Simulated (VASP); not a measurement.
# RbRe3Ru2 (P4/mmm) in VASP: single point with PBE

Aim: the single point of RbRe3Ru2 with PBE.

Program: VASP 6.6.1. These are calculated values, not measurements. Logs are shortened: lines on timing, memory, paths and dates and some standing lists are left out, and cuts for length are marked.

**1. The cell of the first run**

The structure is tetragonal, space group P4/mmm (No. 123). Conventional cell: a = 3.292 Å, b = 3.292 Å, c = 11.036 Å, α = 90.00°, β = 90.00°, γ = 90.00°. Within 4.3 Å of Rb (site symmetry 4/mmm) lie 4 Rb at 3.29 Å and 8 Re at 3.78 Å and 2 Ru at 3.95 Å. Within 3.3 Å of Re (site symmetry 4mm) lie 4 Ru at 2.52 Å and 5 Re at 2.54 to 3.29 Å. Within 3.4 Å of Re (site symmetry 4/mmm) lie 6 Re at 2.54 to 3.29 Å and 8 Ru at 2.81 Å. Ru (site symmetry 4mm) has 8 Re at 2.52 to 2.81 Å and 5 Ru at 3.14 to 3.29 Å within 3.3 Å.

**2. Single point, PBE**

File INCAR:

```
ALGO     = Fast           # electronic algorithm
EDIFF    = 1E-6           # SCF threshold, eV
ENCUT    = 520            # plane-wave cutoff, eV
GGA      = PE             # functional
ISIF     = 2              # what is computed and relaxed
ISMEAR   = 0              # smearing method
LASPH    = True           # aspherical terms in the spheres
LCHARG   = True           # write CHGCAR
LELF     = True           # ELF
LREAL    = False          # projectors in reciprocal space
LVHAR    = True         
LWAVE    = False          # write WAVECAR
NBANDS   = 38             # bands
NELM     = 100            # most SCF steps
PREC     = Accurate       # precision mode
SIGMA    = 0.1            # smearing width, eV
```

File KPOINTS:

```
k-points
0
Gamma
  12 12 4
```

File POSCAR:

```
RbRe3Ru2
1.0
    3.2924556473      0.0000000000      0.0000000000
    0.0000000000      3.2924556473      0.0000000000
    0.0000000000      0.0000000000     11.0364915742
Rb Re Ru
1 3 2
Direct
    0.5000000000      0.5000000000      0.5000000000
    0.0000000000      0.0000000000      0.7696685391
    0.0000000000      0.0000000000      0.0000000000
    0.0000000000      0.0000000000      0.2303314609
    0.5000000000      0.5000000000      0.8579038688
    0.5000000000      0.5000000000      0.1420961312
```

Potentials or basis: VASP PAW PBE potentials, release 64 (Rb_sv, Re, Ru_pv).

The run is started by

```sh
$ cat potpaw_PBE.64/Rb_sv/POTCAR potpaw_PBE.64/Re/POTCAR potpaw_PBE.64/Ru_pv/POTCAR > POTCAR
$ mpirun -np 1 vasp_std > vasp.out
```

OUTCAR:

```text
EDIFF = 1E-6
   ENCUT = 520
   GGA = PE
   ISIF = 2
   ISMEAR = 0
   LASPH = True
   LREAL = False
   NELM = 100
   PREC = Accurate

 ion  position               nearest neighbor table
   1  0.500  0.500  0.500-   2 3.78   4 3.78   2 3.78   4 3.78   2 3.78   4 3.78   2 3.78   4 3.78
                             5 3.95   6 3.95
   2  0.000  0.000  0.770-   5 2.52   5 2.52   5 2.52   5 2.52   3 2.54   1 3.78   1 3.78   1 3.78
                             1 3.78
   3  0.000  0.000  0.000-   2 2.54   4 2.54   5 2.81   6 2.81   5 2.81   6 2.81   5 2.81   6 2.81
                             5 2.81   6 2.81
   4  0.000  0.000  0.230-   6 2.52   6 2.52   6 2.52   6 2.52   3 2.54   1 3.78   1 3.78   1 3.78
                             1 3.78
   5  0.500  0.500  0.858-   2 2.52   2 2.52   2 2.52   2 2.52   3 2.81   3 2.81   3 2.81   3 2.81
                             6 3.14   1 3.95
   6  0.500  0.500  0.142-   4 2.52   4 2.52   4 2.52   4 2.52   3 2.81   3 2.81   3 2.81   3 2.81
                             5 3.14   1 3.95

  LATTYP: Found a simple tetragonal cell.
 ALAT       =     3.2924556473
 C/A-ratio  =     3.3520547447

  Lattice vectors:

 A1 = (   3.2924556473,   0.0000000000,   0.0000000000)
 A2 = (   0.0000000000,   3.2924556473,   0.0000000000)
 A3 = (   0.0000000000,   0.0000000000,  11.0364915742)

Analysis of symmetry for initial positions (statically):
=====================================================================
 Subroutine PRICEL returns:
 Original cell was already a primitive cell.

 Routine SETGRP: Setting up the symmetry group for a
 simple tetragonal supercell.

 Subroutine GETGRP returns: Found 16 space group operations
 (whereof 16 operations were pure point group operations)
 out of a pool of 16 trial point group operations.

The static configuration has the point symmetry D_4h.

Analysis of symmetry for dynamics (positions and initial velocities):
=====================================================================
 Subroutine PRICEL returns:
 Original cell was already a primitive cell.

 Routine SETGRP: Setting up the symmetry group for a
 simple tetragonal supercell.

 Subroutine GETGRP returns: Found 16 space group operations
 (whereof 16 operations were pure point group operations)
 out of a pool of 16 trial point group operations.

The dynamic configuration has the point symmetry D_4h.

 Subroutine INISYM returns: Found 16 space group operations
 (whereof 16 operations are pure point group operations),
 and found     1 'primitive' translations

----------------------------------------------------------------------------------------

                                     Primitive cell

  volume of cell :     119.6385

  direct lattice vectors                    reciprocal lattice vectors
     3.292455647  0.000000000  0.000000000     0.303724668  0.000000000  0.000000000
     0.000000000  3.292455647  0.000000000     0.000000000  0.303724668  0.000000000
     0.000000000  0.000000000 11.036491574     0.000000000  0.000000000  0.090608505

  length of vectors
     3.292455647  3.292455647 11.036491574     0.303724668  0.303724668  0.090608505

  position of ions in fractional coordinates (direct lattice)
     0.500000000  0.500000000  0.500000000
     0.000000000  0.000000000  0.769668539
     0.000000000  0.000000000  0.000000000
     0.000000000  0.000000000  0.230331461
     0.500000000  0.500000000  0.857903869
     0.500000000  0.500000000  0.142096131

  ion indices of the primitive-cell ions
   primitive index   ion index
                 1           1
                 2           2
                 3           3
                 4           4
                 5           5
                 6           6

----------------------------------------------------------------------------------------

 KPOINTS: k-points

Automatic generation of k-mesh.
 Grid dimensions read from file:
 generate k-points for:   12   12    4

 Generating k-lattice:

  Cartesian coordinates                     Fractional coordinates (reciprocal lattice)
     0.025310389  0.000000000  0.000000000     0.083333333  0.000000000  0.000000000
     0.000000000  0.025310389  0.000000000     0.000000000  0.083333333  0.000000000
     0.000000000  0.000000000  0.022652126     0.000000000  0.000000000  0.250000000

  Length of vectors
     0.025310389  0.025310389  0.022652126

  Shift w.r.t. Gamma in fractional coordinates (k-lattice)
     0.000000000  0.000000000  0.000000000

 Subroutine IBZKPT returns following result:
 ===========================================

 Found     84 irreducible k-points:

 Following reciprocal coordinates:
            Coordinates               Weight
  0.000000  0.000000  0.000000      1.000000
  0.083333  0.000000  0.000000      4.000000
  0.166667  0.000000  0.000000      4.000000
  0.250000  0.000000  0.000000      4.000000
  0.333333  0.000000  0.000000      4.000000
  0.416667  0.000000  0.000000      4.000000
[... 16 lines left out ...]
  0.333333  0.333333  0.000000      4.000000
  0.416667  0.333333  0.000000      8.000000
 [... further k-points ...]
   k-points           NKPTS =     84   k-points in BZ     NKDIM =     84   number of bands    NBANDS=     38
   number of dos      NEDOS =    301   number of ions     NIONS =      6
   total plane-waves  NPLWV =  48384
   dimension x,y,z NGX =    24 NGY =   24 NGZ =   84
   dimension x,y,z NGXF=    48 NGYF=   48 NGZF=  168
   ions per type =               1   3   2
   NGX,Y,Z   is equivalent  to a cutoff of  12.12, 12.12, 12.65 a.u.
   NGXF,Y,Z  is equivalent  to a cutoff of  24.24, 24.24, 25.31 a.u.
 SYSTEM =  unknown system
   PREC   = accura    normal or accurate (medium, high low for compatibility)
   ISTART =      0    job   : 0-new  1-cont  2-samecut
   ICHARG =      2    charge: 1-file 2-atom 10-const
   ISPIN  =      1    spin polarized calculation?
   LNONCOLLINEAR =      F non collinear calculations
   LSORBIT =      F    spin-orbit coupling
   LASPH  =      T    aspherical Exc in radial PAW
   ENCUT  =  520.0 eV  38.22 Ry    6.18 a.u.   6.12  6.12 20.52*2*pi/ulx,y,z
   NELM   =    100;   NELMIN=  2; NELMDL= -5     # of ELM steps
   EDIFF  = 0.1E-05   stopping-criterion for ELM
   LREAL  =      F    real-space projection
   EDIFFG = 0.1E-04   stopping-criterion for IOM
   NSW    =      0    number of steps for IOM
   IBRION =     -1    ionic relax: 0-MD 1-quasi-New 2-CG
   NFREE  =      0    steps in history (QN), initial steepest desc. (CG)
   ISIF   =      2    stress and relaxation
   ISYM   =      2    0-nonsym 1-usesym 2-fastsym
   POTIM  = 0.5000    time-step for ionic-motion
   TEBEG  =    0.0;   TEEND  =   0.0 temperature during run
   PSTRESS=    0.0 pullay stress
   NELECT =      58.0000    total number of electrons
   NUPDOWN=      -1.0000    fix difference up-down
   EMIN   =  10.00;   EMAX   =-10.00  energy-range for DOS
   EFERMI =   0.00;   METHOD = LEGACY
   ISMEAR =     0;   SIGMA  =   0.10  broadening in eV -4-tet -1-fermi 0-gaus
   EFERMI_NEDOS =   21; number of points for ismear=-14 and -15
   IALGO  =     68    algorithm
   IMIX   =      4    mixing-type and parameters
     AMIX     =   0.40;   BMIX     =  1.00
     AMIX_MAG =   1.60;   BMIX_MAG =  1.00
  volume/ion in A,a.u.               =      19.94       134.56
  Fermi-wavevector in a.u.,A,eV,Ry     =   1.286058  2.430297 22.503287  1.653945
  Thomas-Fermi vector in A             =   2.418155
   LORBIT       =      0    0 simple, 1 ext, 2 COOP (PROOUT), +10 PAW based schemes
   GGA     = PE    functional components
   LHFCALC =     F    Hartree Fock is set to
   AEXX    =    0.0000 exact exchange contribution
   IVDW    =     0    specifies the selected vdW correction
   LEPSILON=     F    determine dielectric tensor
   LRPA    =     F    only Hartree local field effects (RPA)
 non-spin polarized calculation
 RMM-DIIS sequential band-by-band and
 Gauss-broadening in eV      SIGMA  =   0.10
  energy-cutoff  :      520.00
  volume of cell :      119.64
 maximum number of plane-waves:      3260
   NGX = 13   NGY = 13   NGZ = 41

 number of electron      58.0000004 magnetization

 Free energy of the ion-electron system (eV)
  ---------------------------------------------------
  ext. energy  EPLUGINS =         0.00000000
  ---------------------------------------------------
  free energy    TOTEN  =       -51.07730300 eV

  energy without entropy =      -51.05055395  energy(sigma->0) =      -51.06392847

 E-fermi :   6.4559     XC(G=0): -11.4432

 val. band max:        6.4508961727   @ k =   0.3333   0.2500   0.0000
 cond. band min:       6.4582901074   @ k =   0.3333   0.2500   0.2500
 fundamental gap:      0.0073939347
 Fermi energy:         6.4558900405

 k-point     1 :       0.0000    0.0000    0.0000
  band No.  band energies     occupation
      1     -36.7014      2.00000
      2     -36.7014      2.00000
      3     -36.6985      2.00000
      4     -36.6985      2.00000
      5     -36.5328      2.00000
      6     -36.4741      2.00000
[... 30 lines left out ...]
     37       8.6527      0.00000
     38       9.4626      0.00000

 k-point     2 :       0.0833    0.0000    0.0000
  band No.  band energies     occupation
      1     -36.7066      2.00000
      2     -36.7034      2.00000
      3     -36.7020      2.00000
      4     -36.6990      2.00000
      5     -36.5316      2.00000
      6     -36.4734      2.00000
[... 30 lines left out ...]
     37       8.8287      0.00000
     38       9.4103      0.00000

 k-point     3 :       0.1667    0.0000    0.0000
  band No.  band energies     occupation
      1     -36.7210      2.00000
      2     -36.7167      2.00000
      3     -36.7038      2.00000
      4     -36.7003      2.00000
      5     -36.5286      2.00000
      6     -36.4713      2.00000
[... 30 lines left out ...]
     37       9.0063      0.00000
     38       9.2316      0.00000

 k-point     4 :       0.2500    0.0000    0.0000
  band No.  band energies     occupation
      1     -36.7404      2.00000
      2     -36.7347      2.00000
      3     -36.7062      2.00000
      4     -36.7021      2.00000
      5     -36.5245      2.00000
      6     -36.4685      2.00000
[... 30 lines left out ...]
     37       8.7564      0.00000
     38       9.1493      0.00000
[... 703 lines left out ...]
      4     -36.7316      2.00000
      5     -36.5187      2.00000
      6     -36.4640      2.00000
[... 30 lines left out ...]
     37       8.7983      0.00000
     38       9.5922      0.00000

 k-point    23 :       0.3333    0.3333    0.0000
  band No.  band energies     occupation
      1     -36.7555      2.00000
      2     -36.7500      2.00000
      3     -36.7450      2.00000
      4     -36.7428      2.00000
      5     -36.5202      2.00000
      6     -36.4649      2.00000
[... 30 lines left out ...]
     37       9.2253      0.00000
     38       9.6870      0.00000

 k-point    24 :       0.4167    0.3333    0.0000
  band No.  band energies     occupation
      1     -36.7610      2.00000
      2     -36.7570      2.00000
      3     -36.7472      2.00000
      4     -36.7446      2.00000
      5     -36.5201      2.00000
      6     -36.4647      2.00000
[... 30 lines left out ...]
     37       9.5304      0.00000
     38       9.6816      0.00000

 [... further k-points ...]

------------------------ aborting loop because EDIFF is reached ----------------------------------------

  FORCE on cell =-STRESS in cart. coord.  units (eV):
  Direction    XX          YY          ZZ          XY          YZ          ZX
  --------------------------------------------------------------------------------------
  -------------------------------------------------------------------------------------
  Total        0.0642567      0.0642567     -0.2144352      0.0000000     -0.0000000      0.0000000
  in kB        0.8605141      0.8605141     -2.8716783      0.0000000     -0.0000000      0.0000000
  external PRESSURE =      -0.3835500 kB  Pullay stress =       0.0000000 kB

 VOLUME and BASIS-vectors are now :
 -----------------------------------------------------------------------------
  energy-cutoff  :      520.00
  volume of cell :      119.64
      direct lattice vectors                 reciprocal lattice vectors
     3.292455647  0.000000000  0.000000000     0.303724668  0.000000000  0.000000000
     0.000000000  3.292455647  0.000000000     0.000000000  0.303724668  0.000000000
     0.000000000  0.000000000 11.036491574     0.000000000  0.000000000  0.090608505

 POSITION                                       TOTAL-FORCE (eV/Angst)
 -----------------------------------------------------------------------------------
      1.64623      1.64623      5.51825         0.000000     -0.000000      0.000000
      0.00000      0.00000      8.49444         0.000000     -0.000000      0.024080
      0.00000      0.00000      0.00000         0.000000     -0.000000      0.000000
      0.00000      0.00000      2.54205         0.000000     -0.000000     -0.024080
      1.64623      1.64623      9.46825         0.000000      0.000000      0.013519
      1.64623      1.64623      1.56824        -0.000000      0.000000     -0.013519
 -----------------------------------------------------------------------------------
    total drift:                                0.000000     -0.000000      0.000000

  FREE ENERGIE OF THE ION-ELECTRON SYSTEM (eV)
  ---------------------------------------------------
  free  energy   TOTEN  =       -51.0773029971 eV

  energy  without entropy=      -51.0505539451  energy(sigma->0) =      -51.06392847
```

Run time: 40 min. Hardware: 1 thread of Oxide Virtual Turin-like, shared host; peak memory 0.43 GiB.

What came out:

```
Free energy            : -51.0773 eV
Pressure               : 0.0 GPa
Largest force          : 0.024 eV/Å
Band gap on the k mesh : zero (bands 29 and 30 overlap by 1.33 eV)
```

Forces on the atoms (eV/Å):
```
Rb   0.000  0.000  0.000
Re   0.000  0.000  0.024
Re   0.000  0.000  0.000
Re   0.000  0.000 -0.024
Ru   0.000  0.000  0.014
Ru   0.000  0.000 -0.014
```

Caveat: spin-orbit coupling is left out, which moves the levels of the heavy elements.
